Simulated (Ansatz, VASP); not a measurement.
# BeTe: VASP beside Ansatz

```
CELL_PARAMETERS angstrom
0.00000 2.68323 2.68323
2.68323 0.00000 2.68323
2.68323 2.68323 0.00000
ATOMIC_POSITIONS crystal
Be 0.00000 0.00000 0.00000
Te 0.50000 0.50000 0.50000
```

Alike in both runs: task single point; functional PBE; k mesh 6 × 6 × 6; no spin polarisation.

|  | VASP | Ansatz |
| --- | --- | --- |
| version | VASP 6.6.1 | Ansatz 0.2.0 |
| potentials or method | VASP PAW PBE potentials, release 64 (Be, Te) | plane waves |
| plane-wave cutoff (eV) | 600 | 420 |
| occupations | methfessel-paxton of order 1, width 0.001 eV | cold, width 0.001 eV |
| valence electrons in the cell | 8 | 18 |

Ansatz gave:

| Quantity | Value |
| --- | --- |
| pressure (GPa) | -0.3 |

Task: Estimate VASP's values.

Result: Pressure (GPa): -0.2.

VASP's potentials hold 8 valence electrons a cell and Ansatz's 18, so a difference there can come from the potentials and not from the codes.

Spin-orbit coupling is off throughout.
